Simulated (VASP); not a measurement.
# AgCl (P1) in VASP: single point with PBE

Aim: the single point of AgCl with PBE.

Program: VASP 6.6.1. These are calculated values, not measurements. Logs are shortened: lines on timing, memory, paths and dates and some standing lists are left out, and cuts for length are marked.

### Step 1. The cell of the first run

The typed cell holds 2 atoms: a = 3.922 Å, b = 3.922 Å, c = 3.922 Å, α = 60.00°, β = 60.00°, γ = 60.00°.

### Step 2. Single point, PBE (one atom moved)

INCAR reads:

```
SYSTEM = AgCl
ALGO = Normal
EDIFF = 1E-6
ENCUT = 520
GGA = PE
ISIF = 2
ISMEAR = 0
LASPH = .TRUE.
LCHARG = .FALSE.
LREAL = .FALSE.
LWAVE = .FALSE.
NBANDS = 16
NELM = 80
PREC = Accurate
SIGMA = 0.02
```

KPOINTS reads:

```
k-points
0
G
  8 8 8
  0 0 0
```

POSCAR reads:

```
AgCl
1.0
    0.0000000000      2.7731500000      2.7731500000
    2.7731500000      0.0000000000      2.7731500000
    2.7731500000      2.7731500000      0.0000000000
Ag Cl
1 1
Direct
    0.5142689721      0.4865820457      0.4439013396
    0.0000000000      0.0000000000      0.0000000000
```

Potentials or basis: VASP PAW PBE potentials, release 64 (Ag, Cl).

Run with:

```
cat potpaw_PBE.64/Ag/POTCAR potpaw_PBE.64/Cl/POTCAR > POTCAR
mpirun -np 1 vasp_std > vasp.out
```

OUTCAR:

```text
SYSTEM = AgCl
   EDIFF = 1E-6
   ENCUT = 520
   GGA = PE
   ISIF = 2
   ISMEAR = 0
   LASPH = .TRUE.
   LREAL = .FALSE.
   NELM = 80
   PREC = Accurate

 ion  position               nearest neighbor table
   1  0.514  0.487  0.444-   2 2.58   2 2.66   2 2.78   2 2.78   2 2.90   2 2.97
   2  0.000  0.000  0.000-   1 2.58   1 2.66   1 2.78   1 2.78   1 2.90   1 2.97

  LATTYP: Found a face centered cubic cell.
 ALAT       =     5.5463000000

  Lattice vectors:

 A1 = (   0.0000000000,   2.7731500000,   2.7731500000)
 A2 = (   2.7731500000,   0.0000000000,   2.7731500000)
 A3 = (   2.7731500000,   2.7731500000,   0.0000000000)

Analysis of symmetry for initial positions (statically):
=====================================================================
 Subroutine PRICEL returns:
 Original cell was already a primitive cell.

 Routine SETGRP: Setting up the symmetry group for a
 face centered cubic supercell.

 Subroutine GETGRP returns: Found  1 space group operations
 (whereof  1 operations were pure point group operations)
 out of a pool of 48 trial point group operations.

The static configuration has the point symmetry C_1 .

Analysis of symmetry for dynamics (positions and initial velocities):
=====================================================================
 Subroutine PRICEL returns:
 Original cell was already a primitive cell.

 Routine SETGRP: Setting up the symmetry group for a
 face centered cubic supercell.

 Subroutine GETGRP returns: Found  1 space group operations
 (whereof  1 operations were pure point group operations)
 out of a pool of 48 trial point group operations.

The dynamic configuration has the point symmetry C_1 .

 Subroutine INISYM returns: Found  1 space group operations
 (whereof  1 operations are pure point group operations),
 and found     1 'primitive' translations

----------------------------------------------------------------------------------------

                                     Primitive cell

  volume of cell :      42.6530

  direct lattice vectors                    reciprocal lattice vectors
     0.000000000  2.773150000  2.773150000    -0.180300380  0.180300380  0.180300380
     2.773150000  0.000000000  2.773150000     0.180300380 -0.180300380  0.180300380
     2.773150000  2.773150000  0.000000000     0.180300380  0.180300380 -0.180300380

  length of vectors
     3.921826340  3.921826340  3.921826340     0.312289420  0.312289420  0.312289420

  position of ions in fractional coordinates (direct lattice)
     0.514268972  0.486582046  0.443901340
     0.000000000  0.000000000  0.000000000

  ion indices of the primitive-cell ions
   primitive index   ion index
                 1           1
                 2           2

----------------------------------------------------------------------------------------

 KPOINTS: k-points

Automatic generation of k-mesh.
 Grid dimensions read from file:
 generate k-points for:    8    8    8

 Generating k-lattice:

  Cartesian coordinates                     Fractional coordinates (reciprocal lattice)
    -0.022537548  0.022537548  0.022537548     0.125000000  0.000000000  0.000000000
     0.022537548 -0.022537548  0.022537548     0.000000000  0.125000000  0.000000000
     0.022537548  0.022537548 -0.022537548     0.000000000  0.000000000  0.125000000

  Length of vectors
     0.039036177  0.039036177  0.039036177

  Shift w.r.t. Gamma in fractional coordinates (k-lattice)
     0.000000000  0.000000000  0.000000000

 Subroutine IBZKPT returns following result:
 ===========================================

 Found    260 irreducible k-points:

 Following reciprocal coordinates:
            Coordinates               Weight
  0.000000  0.000000  0.000000      1.000000
  0.125000  0.000000  0.000000      2.000000
  0.000000  0.125000  0.000000      2.000000
  0.000000  0.000000  0.125000      2.000000
  0.125000  0.125000  0.125000      2.000000
  0.250000  0.000000  0.000000      2.000000
[... 16 lines left out ...]
  0.125000  0.000000  0.250000      2.000000
  0.125000  0.125000 -0.125000      2.000000
 [... further k-points ...]
   k-points           NKPTS =    260   k-points in BZ     NKDIM =    260   number of bands    NBANDS=     16
   number of dos      NEDOS =    301   number of ions     NIONS =      2
   total plane-waves  NPLWV =  27000
   dimension x,y,z NGX =    30 NGY =   30 NGZ =   30
   dimension x,y,z NGXF=    60 NGYF=   60 NGZF=   60
   ions per type =               1   1
   NGX,Y,Z   is equivalent  to a cutoff of  12.72, 12.72, 12.72 a.u.
   NGXF,Y,Z  is equivalent  to a cutoff of  25.43, 25.43, 25.43 a.u.
 SYSTEM =  AgCl
   PREC   = accura    normal or accurate (medium, high low for compatibility)
   ISTART =      0    job   : 0-new  1-cont  2-samecut
   ICHARG =      2    charge: 1-file 2-atom 10-const
   ISPIN  =      1    spin polarized calculation?
   LNONCOLLINEAR =      F non collinear calculations
   LSORBIT =      F    spin-orbit coupling
   LASPH  =      T    aspherical Exc in radial PAW
   ENCUT  =  520.0 eV  38.22 Ry    6.18 a.u.   7.29  7.29  7.29*2*pi/ulx,y,z
   NELM   =     80;   NELMIN=  2; NELMDL= -5     # of ELM steps
   EDIFF  = 0.1E-05   stopping-criterion for ELM
   LREAL  =      F    real-space projection
   EDIFFG = 0.1E-04   stopping-criterion for IOM
   NSW    =      0    number of steps for IOM
   IBRION =     -1    ionic relax: 0-MD 1-quasi-New 2-CG
   NFREE  =      0    steps in history (QN), initial steepest desc. (CG)
   ISIF   =      2    stress and relaxation
   ISYM   =      2    0-nonsym 1-usesym 2-fastsym
   POTIM  = 0.5000    time-step for ionic-motion
   TEBEG  =    0.0;   TEEND  =   0.0 temperature during run
   PSTRESS=    0.0 pullay stress
   NELECT =      18.0000    total number of electrons
   NUPDOWN=      -1.0000    fix difference up-down
   EMIN   =  10.00;   EMAX   =-10.00  energy-range for DOS
   EFERMI =   0.00;   METHOD = LEGACY
   ISMEAR =     0;   SIGMA  =   0.02  broadening in eV -4-tet -1-fermi 0-gaus
   EFERMI_NEDOS =   21; number of points for ismear=-14 and -15
   IALGO  =     38    algorithm
   IMIX   =      4    mixing-type and parameters
     AMIX     =   0.40;   BMIX     =  1.00
     AMIX_MAG =   1.60;   BMIX_MAG =  1.00
  volume/ion in A,a.u.               =      21.33       143.92
  Fermi-wavevector in a.u.,A,eV,Ry     =   1.227955  2.320498 20.515850  1.507872
  Thomas-Fermi vector in A             =   2.362898
   LORBIT       =      0    0 simple, 1 ext, 2 COOP (PROOUT), +10 PAW based schemes
   GGA     = PE    functional components
   LHFCALC =     F    Hartree Fock is set to
   AEXX    =    0.0000 exact exchange contribution
   IVDW    =     0    specifies the selected vdW correction
   LEPSILON=     F    determine dielectric tensor
   LRPA    =     F    only Hartree local field effects (RPA)
 non-spin polarized calculation
 Gauss-broadening in eV      SIGMA  =   0.02
  energy-cutoff  :      520.00
  volume of cell :       42.65
 maximum number of plane-waves:      1174
 NGX is ok and might be reduce to    30
   NGX = 15   NGY = 15   NGZ = 15

 number of electron      18.0000001 magnetization

 Free energy of the ion-electron system (eV)
  ---------------------------------------------------
  ext. energy  EPLUGINS =         0.00000000
  ---------------------------------------------------
  free energy    TOTEN  =        -5.36375908 eV

  energy without entropy =       -5.36375908  energy(sigma->0) =       -5.36375908

 E-fermi :   3.9759     XC(G=0):  -9.9561

 val. band max:        3.8570170098   @ k =   0.0000   0.0000   0.5000
 cond. band min:       4.7463057031   @ k =   0.0000   0.0000   0.0000
 fundamental gap:      0.8892886932
 Fermi energy:         3.9759462868

 k-point     1 :       0.0000    0.0000    0.0000
  band No.  band energies     occupation
      1     -11.3602      2.00000
      2       0.6651      2.00000
      3       0.8609      2.00000
      4       0.9736      2.00000
      5       1.3637      2.00000
      6       1.3973      2.00000
[... 8 lines left out ...]
     15      16.6739      0.00000
     16      17.1530      0.00000

 k-point     2 :       0.1250    0.0000    0.0000
  band No.  band energies     occupation
      1     -11.3012      2.00000
      2       0.2171      2.00000
      3       0.5830      2.00000
      4       0.8589      2.00000
      5       1.3627      2.00000
      6       1.4021      2.00000
[... 8 lines left out ...]
     15      15.9731      0.00000
     16      16.7167      0.00000

 k-point     3 :       0.0000    0.1250    0.0000
  band No.  band energies     occupation
      1     -11.3012      2.00000
      2       0.2164      2.00000
      3       0.5843      2.00000
      4       0.8594      2.00000
      5       1.3623      2.00000
      6       1.4016      2.00000
[... 8 lines left out ...]
     15      15.9724      0.00000
     16      16.7172      0.00000

 k-point     4 :       0.0000    0.0000    0.1250
  band No.  band energies     occupation
      1     -11.3013      2.00000
      2       0.3096      2.00000
      3       0.4889      2.00000
      4       0.7306      2.00000
      5       1.4044      2.00000
      6       1.4183      2.00000
[... 8 lines left out ...]
     15      15.9680      0.00000
     16      16.6500      0.00000

 k-point     5 :       0.1250    0.1250    0.1250
  band No.  band energies     occupation
      1     -11.3013      2.00000
      2       0.3074      2.00000
      3       0.4878      2.00000
      4       0.7381      2.00000
      5       1.4038      2.00000
      6       1.4180      2.00000
[... 8 lines left out ...]
     15      15.9685      0.00000
     16      16.6523      0.00000

 k-point     6 :       0.2500    0.0000    0.0000
  band No.  band energies     occupation
      1     -11.1530      2.00000
      2      -0.5235      2.00000
      3       0.1061      2.00000
      4       0.2360      2.00000
      5       1.4928      2.00000
      6       1.5223      2.00000
[... 8 lines left out ...]
     15      16.1279      0.00000
     16      16.5975      0.00000

 k-point     7 :       0.0000    0.2500    0.0000
  band No.  band energies     occupation
      1     -11.1530      2.00000
      2      -0.5240      2.00000
      3       0.1078      2.00000
      4       0.2358      2.00000
      5       1.4926      2.00000
      6       1.5218      2.00000
[... 8 lines left out ...]
     15      16.1281      0.00000
     16      16.5979      0.00000

 k-point     8 :       0.0000    0.0000    0.2500
  band No.  band energies     occupation
      1     -11.1533      2.00000
      2      -0.4583      2.00000
      3      -0.0005      2.00000
      4       0.1543      2.00000
      5       1.5279      2.00000
      6       1.5356      2.00000
[... 8 lines left out ...]
     15      16.1244      0.00000
     16      16.5313      0.00000

 k-point     9 :       0.2500    0.2500    0.2500
  band No.  band energies     occupation
      1     -11.1533      2.00000
      2      -0.4604      2.00000
      3       0.0002      2.00000
      4       0.1597      2.00000
      5       1.5272      2.00000
      6       1.5353      2.00000
[... 8 lines left out ...]
     15      16.1222      0.00000
     16      16.5344      0.00000
[... 172 lines left out ...]
 k-point    19 :       0.0000    0.1250    0.1250
  band No.  band energies     occupation
      1     -11.2833      2.00000
      2      -0.0370      2.00000
      3       0.7682      2.00000
      4       0.8183      2.00000
      5       1.3386      2.00000
      6       1.4357      2.00000
[... 8 lines left out ...]
     15      17.6009      0.00000
     16      17.9263      0.00000

 k-point    20 :       0.1250    0.0000    0.1250
  band No.  band energies     occupation
      1     -11.2838      2.00000
      2       0.0362      2.00000
      3       0.6927      2.00000
      4       0.7901      2.00000
      5       1.3664      2.00000
      6       1.4133      2.00000
[... 8 lines left out ...]
     15      17.4249      0.00000
     16      17.9276      0.00000

 k-point    21 :       0.2500    0.1250    0.0000
  band No.  band energies     occupation
      1     -11.1711      2.00000
      2      -0.4343      2.00000
      3       0.1866      2.00000
      4       0.6113      2.00000
      5       1.3137      2.00000
      6       1.5423      2.00000
[... 8 lines left out ...]
     15      17.2407      0.00000
     16      17.7749      0.00000

 k-point    22 :       0.0000    0.2500    0.1250
  band No.  band energies     occupation
      1     -11.1700      2.00000
      2      -0.5316      2.00000
      3       0.3658      2.00000
      4       0.5328      2.00000
      5       1.3742      2.00000
      6       1.5250      2.00000
[... 8 lines left out ...]
     15      17.2702      0.00000
     16      17.9175      0.00000

 k-point    23 :       0.1250    0.0000    0.2500
  band No.  band energies     occupation
      1     -11.1708      2.00000
      2      -0.4519      2.00000
      3       0.2152      2.00000
      4       0.4957      2.00000
      5       1.3768      2.00000
      6       1.5521      2.00000
[... 8 lines left out ...]
     15      17.2427      0.00000
     16      17.8286      0.00000

 k-point    24 :       0.1250    0.1250   -0.1250
  band No.  band energies     occupation
      1     -11.1712      2.00000
      2      -0.4165      2.00000
      3       0.2744      2.00000
      4       0.3850      2.00000
      5       1.4250      2.00000
      6       1.5367      2.00000
[... 8 lines left out ...]
     15      17.1925      0.00000
     16      17.8698      0.00000

 [... further k-points ...]
[... 5 lines left out ...]
  --------------------------------------------------------------------------------------
  -------------------------------------------------------------------------------------
  Total        0.8775516      0.5623574      0.3997432     -0.1007505      0.0010591      0.0019681
  in kB       32.9634895     21.1238427     15.0155612     -3.7844917      0.0397818      0.0739280
  external PRESSURE =      23.0342978 kB  Pullay stress =       0.0000000 kB

 VOLUME and BASIS-vectors are now :
 -----------------------------------------------------------------------------
  energy-cutoff  :      520.00
  volume of cell :       42.65
      direct lattice vectors                 reciprocal lattice vectors
     0.000000000  2.773150000  2.773150000    -0.180300380  0.180300380  0.180300380
     2.773150000  0.000000000  2.773150000     0.180300380 -0.180300380  0.180300380
     2.773150000  2.773150000  0.000000000     0.180300380  0.180300380 -0.180300380

 POSITION                                       TOTAL-FORCE (eV/Angst)
 -----------------------------------------------------------------------------------
      2.58037      2.65715      2.77551         0.267495      0.124236     -0.002143
      0.00000      0.00000      0.00000        -0.267495     -0.124236      0.002143
 -----------------------------------------------------------------------------------
    total drift:                                0.000224      0.000136     -0.000006

  FREE ENERGIE OF THE ION-ELECTRON SYSTEM (eV)
  ---------------------------------------------------
  free  energy   TOTEN  =        -5.3637590798 eV

  energy  without entropy=       -5.3637590798  energy(sigma->0) =       -5.36375908
```

It took 2 min on 1 thread of AMD EPYC 7R13 (Zen 3), shared host; peak memory 0.27 GiB.

Results:

```
Free energy            : -5.3638 eV
Pressure               : 2.3 GPa
Largest force          : 0.295 eV/Å
Band gap on the k mesh : 0.89 eV (least direct gap 2.52 eV)
```

Forces on the atoms (eV/Å):
```
Ag   0.267  0.124 -0.002
Cl  -0.267 -0.124  0.002
```

Stress tensor (GPa, compression positive):
```
 3.30 -0.38  0.01
-0.38  2.11  0.00
 0.01  0.00  1.50
```

Caveat: the cell differs from its parent crystal (one atom moved). A k mesh can miss the band edges.
